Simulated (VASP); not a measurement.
# Cs2AgBiBr6 (Fm-3m) in VASP: single point with LDA

Aim: the single point of Cs2AgBiBr6 with LDA.

Everything below comes from runs of VASP 6.6.1. Logs are shortened: lines on timing, memory, paths and dates and some standing lists are left out, and cuts for length are marked.

### 1 The cell of the first run

Symmetry: Fm-3m, No. 225, cubic system. Conventional cell: a = 11.484 Å, b = 11.484 Å, c = 11.484 Å, α = 90.00°, β = 90.00°, γ = 90.00°. Cs (site symmetry -43m) has 12 Br at 4.06 Å and 4 Ag at 4.97 Å and 4 Bi at 4.97 Å within 5.3 Å. Ag (site symmetry m-3m) has 6 Br at 2.86 Å within 3.8 Å. Bi (site symmetry m-3m) has 6 Br at 2.89 Å within 3.8 Å. Br (site symmetry 4mm) has 1 Ag at 2.86 Å and 1 Bi at 2.89 Å within 3.8 Å.

### 2 Single point, LDA

The input, POSCAR:

```
Cs2AgBiBr6
1.0
    0.0000000000      5.7420113531      5.7420113531
    5.7420113531      0.0000000000      5.7420113531
    5.7420113531      5.7420113531      0.0000000000
Cs Ag Bi Br
2 1 1 6
Direct
    0.2500000000      0.2500000000      0.2500000000
    0.7500000000      0.7500000000      0.7500000000
    0.5000000000      0.5000000000      0.5000000000
    0.0000000000      0.0000000000      0.0000000000
    0.2513063765      0.7486936235      0.2513063765
    0.2513063765      0.7486936235      0.7486936235
    0.7486936235      0.2513063765      0.7486936235
    0.7486936235      0.2513063765      0.2513063765
    0.2513063765      0.2513063765      0.7486936235
    0.7486936235      0.7486936235      0.2513063765
```

The input, INCAR.step1:

```
SYSTEM = Cs2AgBiBr6
  ALGO = Normal
  EDIFF = 1E-6
  ENCUT = 520
  GGA = CA
  ISIF = 2
  ISMEAR = 0
  LASPH = .True.
  LCHARG = .True.
  LMAXMIX = 4
  LREAL = .False.
  LWAVE = .False.
  NBANDS = 54
  NELM = 100
  PREC = Accurate
  SIGMA = 0.02
```

The input, KPOINTS.step1:

```
k-points
0
Gamma
  4 4 4
  0 0 0
```

The input, INCAR.step2:

```
SYSTEM = Cs2AgBiBr6
  ALGO = Normal
  EDIFF = 1E-6
  ENCUT = 520
  GGA = CA
  ICHARG = 11
  ISIF = 2
  ISMEAR = -5
  LASPH = .True.
  LCHARG = .False.
  LMAXMIX = 4
  LORBIT = 11
  LREAL = .False.
  LWAVE = .False.
  NEDOS = 2001
  NELM = 100
  PREC = Accurate
  SIGMA = 0.02
```

The input, KPOINTS.step2:

```
k-points
0
Gamma
  6 6 6
  0 0 0
```

Potentials or basis: VASP PAW LDA potentials, release 64 (Cs_sv, Ag, Bi_d, Br).

Command:

```console
cat potpaw_LDA.64/Cs_sv/POTCAR potpaw_LDA.64/Ag/POTCAR potpaw_LDA.64/Bi_d/POTCAR potpaw_LDA.64/Br/POTCAR > POTCAR
cp INCAR.step1 INCAR
cp KPOINTS.step1 KPOINTS
mpirun -np 1 vasp_std > vasp.out
cp INCAR.step2 INCAR
cp KPOINTS.step2 KPOINTS
mpirun -np 1 vasp_std > vasp.out
```

OUTCAR:

```text
SYSTEM = Cs2AgBiBr6
   EDIFF = 1E-6
   ENCUT = 520
   GGA = CA
   ICHARG = 11
   ISIF = 2
   ISMEAR = -5
   LASPH = .True.
   LORBIT = 11
   LREAL = .False.
   NELM = 100
   PREC = Accurate

 ion  position               nearest neighbor table
   1  0.250  0.250  0.250-
   2  0.750  0.750  0.750-
   3  0.500  0.500  0.500-   5 2.86   6 2.86   7 2.86   8 2.86   9 2.86  10 2.86
   4  0.000  0.000  0.000-   5 2.89   6 2.89   7 2.89   8 2.89   9 2.89  10 2.89
   5  0.251  0.749  0.251-   3 2.86   4 2.89
   6  0.251  0.749  0.749-   3 2.86   4 2.89
   7  0.749  0.251  0.749-   3 2.86   4 2.89
   8  0.749  0.251  0.251-   3 2.86   4 2.89
   9  0.251  0.251  0.749-   3 2.86   4 2.89
  10  0.749  0.749  0.251-   3 2.86   4 2.89

  LATTYP: Found a face centered cubic cell.
 ALAT       =    11.4840227062

  Lattice vectors:

 A1 = (   0.0000000000,   5.7420113531,   5.7420113531)
 A2 = (   5.7420113531,   0.0000000000,   5.7420113531)
 A3 = (   5.7420113531,   5.7420113531,   0.0000000000)

Analysis of symmetry for initial positions (statically):
=====================================================================
 Subroutine PRICEL returns:
 Original cell was already a primitive cell.

 Routine SETGRP: Setting up the symmetry group for a
 face centered cubic supercell.

 Subroutine GETGRP returns: Found 48 space group operations
 (whereof 48 operations were pure point group operations)
 out of a pool of 48 trial point group operations.

The static configuration has the point symmetry O_h .

Analysis of symmetry for dynamics (positions and initial velocities):
=====================================================================
 Subroutine PRICEL returns:
 Original cell was already a primitive cell.

 Routine SETGRP: Setting up the symmetry group for a
 face centered cubic supercell.

 Subroutine GETGRP returns: Found 48 space group operations
 (whereof 48 operations were pure point group operations)
 out of a pool of 48 trial point group operations.

The dynamic configuration has the point symmetry O_h .

 Subroutine INISYM returns: Found 48 space group operations
 (whereof 48 operations are pure point group operations),
 and found     1 'primitive' translations

----------------------------------------------------------------------------------------

                                     Primitive cell

  volume of cell :     378.6362

  direct lattice vectors                    reciprocal lattice vectors
     0.000000000  5.742011353  5.742011353    -0.087077501  0.087077501  0.087077501
     5.742011353  0.000000000  5.742011353     0.087077501 -0.087077501  0.087077501
     5.742011353  5.742011353  0.000000000     0.087077501  0.087077501 -0.087077501

  length of vectors
     8.120430331  8.120430331  8.120430331     0.150822656  0.150822656  0.150822656

  position of ions in fractional coordinates (direct lattice)
     0.250000000  0.250000000  0.250000000
     0.750000000  0.750000000  0.750000000
     0.500000000  0.500000000  0.500000000
     0.000000000  0.000000000  0.000000000
     0.251306376  0.748693624  0.251306376
     0.251306376  0.748693624  0.748693624
     0.748693624  0.251306376  0.748693624
     0.748693624  0.251306376  0.251306376
     0.251306376  0.251306376  0.748693624
     0.748693624  0.748693624  0.251306376

  ion indices of the primitive-cell ions
   primitive index   ion index
                 1           1
                 2           2
                 3           3
                 4           4
                 5           5
                 6           6
                 7           7
                 8           8
                 9           9
                10          10

----------------------------------------------------------------------------------------

 KPOINTS: k-points

Automatic generation of k-mesh.
 Grid dimensions read from file:
 generate k-points for:    6    6    6

 Generating k-lattice:

  Cartesian coordinates                     Fractional coordinates (reciprocal lattice)
    -0.014512917  0.014512917  0.014512917     0.166666667  0.000000000  0.000000000
     0.014512917 -0.014512917  0.014512917     0.000000000  0.166666667  0.000000000
     0.014512917  0.014512917 -0.014512917     0.000000000  0.000000000  0.166666667

  Length of vectors
     0.025137109  0.025137109  0.025137109

  Shift w.r.t. Gamma in fractional coordinates (k-lattice)
     0.000000000  0.000000000  0.000000000

 TETIRR: Found     35 inequivalent tetrahedra from     1296

 Subroutine IBZKPT returns following result:
 ===========================================

 Found     16 irreducible k-points:

 Following reciprocal coordinates:
            Coordinates               Weight
  0.000000  0.000000  0.000000      1.000000
  0.166667  0.000000  0.000000      8.000000
  0.333333  0.000000  0.000000      8.000000
  0.500000  0.000000  0.000000      4.000000
  0.166667  0.166667  0.000000      6.000000
  0.333333  0.166667  0.000000     24.000000
[... 8 lines left out ...]
 -0.333333  0.333333  0.166667     24.000000
 -0.333333  0.500000  0.166667     12.000000
   k-points           NKPTS =     16   k-points in BZ     NKDIM =     16   number of bands    NBANDS=     51
   number of dos      NEDOS =   2001   number of ions     NIONS =     10
   total plane-waves  NPLWV = 216000
   dimension x,y,z NGX =    60 NGY =   60 NGZ =   60
   dimension x,y,z NGXF=   120 NGYF=  120 NGZF=  120
   ions per type =               2   1   1   6
   NGX,Y,Z   is equivalent  to a cutoff of  12.28, 12.28, 12.28 a.u.
   NGXF,Y,Z  is equivalent  to a cutoff of  24.57, 24.57, 24.57 a.u.
 SYSTEM =  Cs2AgBiBr6
   PREC   = accura    normal or accurate (medium, high low for compatibility)
   ISTART =      0    job   : 0-new  1-cont  2-samecut
   ICHARG =     11    charge: 1-file 2-atom 10-const
   ISPIN  =      1    spin polarized calculation?
   LNONCOLLINEAR =      F non collinear calculations
   LSORBIT =      F    spin-orbit coupling
   LASPH  =      T    aspherical Exc in radial PAW
   ENCUT  =  520.0 eV  38.22 Ry    6.18 a.u.  15.10 15.10 15.10*2*pi/ulx,y,z
   NELM   =    100;   NELMIN=  2; NELMDL=  0     # of ELM steps
   EDIFF  = 0.1E-05   stopping-criterion for ELM
   LREAL  =      F    real-space projection
   EDIFFG = 0.1E-04   stopping-criterion for IOM
   NSW    =      0    number of steps for IOM
   IBRION =     -1    ionic relax: 0-MD 1-quasi-New 2-CG
   NFREE  =      0    steps in history (QN), initial steepest desc. (CG)
   ISIF   =      2    stress and relaxation
   ISYM   =      2    0-nonsym 1-usesym 2-fastsym
   POTIM  = 0.5000    time-step for ionic-motion
   TEBEG  =    0.0;   TEEND  =   0.0 temperature during run
   PSTRESS=    0.0 pullay stress
   NELECT =      86.0000    total number of electrons
   NUPDOWN=      -1.0000    fix difference up-down
   EMIN   =  10.00;   EMAX   =-10.00  energy-range for DOS
   EFERMI =   0.00;   METHOD = LEGACY
   ISMEAR =    -5;   SIGMA  =   0.02  broadening in eV -4-tet -1-fermi 0-gaus
   EFERMI_NEDOS =   21; number of points for ismear=-14 and -15
   IALGO  =     38    algorithm
   IMIX   =      4    mixing-type and parameters
     AMIX     =   0.40;   BMIX     =  1.00
     AMIX_MAG =   1.60;   BMIX_MAG =  1.00
  volume/ion in A,a.u.               =      37.86       255.52
  Fermi-wavevector in a.u.,A,eV,Ry     =   0.998850  1.887553 13.574550  0.997701
  Thomas-Fermi vector in A             =   2.131101
   LORBIT       =     11    0 simple, 1 ext, 2 COOP (PROOUT), +10 PAW based schemes
   GGA     = CA    functional components
   LHFCALC =     F    Hartree Fock is set to
   AEXX    =    0.0000 exact exchange contribution
   IVDW    =     0    specifies the selected vdW correction
   LEPSILON=     F    determine dielectric tensor
   LRPA    =     F    only Hartree local field effects (RPA)
 non-spin polarized calculation
 Fermi weights with tetrahedron method with Bloechl corrections
  energy-cutoff  :      520.00
  volume of cell :      378.64
 maximum number of plane-waves:     10233

 number of electron      85.9999991 magnetization

 Free energy of the ion-electron system (eV)
  ---------------------------------------------------
  ext. energy  EPLUGINS =         0.00000000
  ---------------------------------------------------
  free energy    TOTEN  =       -33.85079877 eV

  energy without entropy =      -33.85079877  energy(sigma->0) =      -33.85079877

 E-fermi :   0.6004     XC(G=0):  -8.2889

 val. band max:        0.5923770939   @ k =   0.5000   0.5000   0.0000
 cond. band min:       1.7668324232   @ k =   0.5000   0.0000   0.0000
 fundamental gap:      1.1744553294
 Fermi energy:         0.6003626770

 k-point     1 :       0.0000    0.0000    0.0000
  band No.  band energies     occupation
      1     -22.3315      2.00000
      2     -22.3315      2.00000
      3     -22.3004      2.00000
      4     -22.3004      2.00000
      5     -22.3004      2.00000
      6     -19.9213      2.00000
[... 43 lines left out ...]
     50       5.3378      0.00000
     51       5.6689      0.00000
[... 808 lines left out ...]
     50       6.5198      0.00000
     51       6.5407      0.00000

------------------------ aborting loop because EDIFF is reached ----------------------------------------

  FORCE on cell =-STRESS in cart. coord.  units (eV):
  Direction    XX          YY          ZZ          XY          YZ          ZX
  --------------------------------------------------------------------------------------
  -------------------------------------------------------------------------------------
  Total       -6.8680576     -6.8680576     -6.8680576      0.0000000     -0.0000000     -0.0000000
  in kB      -29.0617911    -29.0617911    -29.0617911      0.0000000     -0.0000000     -0.0000000
  external PRESSURE =     -29.0617911 kB  Pullay stress =       0.0000000 kB

 VOLUME and BASIS-vectors are now :
 -----------------------------------------------------------------------------
  energy-cutoff  :      520.00
  volume of cell :      378.64
      direct lattice vectors                 reciprocal lattice vectors
     0.000000000  5.742011353  5.742011353    -0.087077501  0.087077501  0.087077501
     5.742011353  0.000000000  5.742011353     0.087077501 -0.087077501  0.087077501
     5.742011353  5.742011353  0.000000000     0.087077501  0.087077501 -0.087077501

 POSITION                                       TOTAL-FORCE (eV/Angst)
 -----------------------------------------------------------------------------------
      2.87101      2.87101      2.87101        -0.000000     -0.000000      0.000000
      8.61302      8.61302      8.61302         0.000000     -0.000000     -0.000000
      5.74201      5.74201      5.74201         0.000000      0.000000      0.000000
      0.00000      0.00000      0.00000         0.000000      0.000000     -0.000000
      5.74201      2.88601      5.74201         0.000000      0.060040      0.000000
      8.59801      5.74201      5.74201        -0.060040      0.000000      0.000000
      5.74201      8.59801      5.74201         0.000000     -0.060040      0.000000
      2.88601      5.74201      5.74201         0.060040      0.000000      0.000000
      5.74201      5.74201      2.88601         0.000000      0.000000      0.060040
      5.74201      5.74201      8.59801         0.000000      0.000000     -0.060040
 -----------------------------------------------------------------------------------
    total drift:                               -0.000000     -0.000000      0.000000

  FREE ENERGIE OF THE ION-ELECTRON SYSTEM (eV)
  ---------------------------------------------------
  free  energy   TOTEN  =       -33.8507987707 eV

  energy  without entropy=      -33.8507987707  energy(sigma->0) =      -33.85079877

 total charge

# of ion       s       p       d       tot
------------------------------------------
    1        1.825   4.684   0.015   6.524
    2        1.825   4.684   0.015   6.524
    3        0.237   0.158   9.299   9.694
    4        1.642   0.940   9.969  12.551
    5        1.613   3.208   0.010   4.831
    6        1.613   3.208   0.010   4.831
    7        1.613   3.208   0.010   4.831
    8        1.613   3.208   0.010   4.831
    9        1.613   3.208   0.010   4.831
   10        1.613   3.208   0.010   4.831
--------------------------------------------------
tot         15.208  29.712  19.360  64.281
```

It took 4.9 min on 1 thread of Intel Xeon Platinum 8488C (Sapphire Rapids), shared host; peak memory 0.53 GiB.

What came out:

```
Valence electrons inside the program's atomic spheres : Cs 6.52; Ag 9.69; Bi 12.55; Br 4.83
```

Levels at points of the mesh, in eV from the valence-band top:
| k point | band 41 | band 42 | band 43 | band 44 | band 45 | band 46 |
| --- | --- | --- | --- | --- | --- | --- |
| (0.00, 0.00, 0.00) | -0.92 | -0.55 | -0.55 | 2.20 | 2.20 | 2.20 |
| (0.50, 0.00, 0.00) | -1.21 | -1.02 | -1.02 | 1.17 | 3.46 | 3.46 |
| (0.50, 0.50, 0.00) | -0.94 | -0.56 | 0.00 | 2.65 | 2.65 | 2.98 |

Caveat: spin-orbit coupling is left out, which moves the levels of the heavy elements.
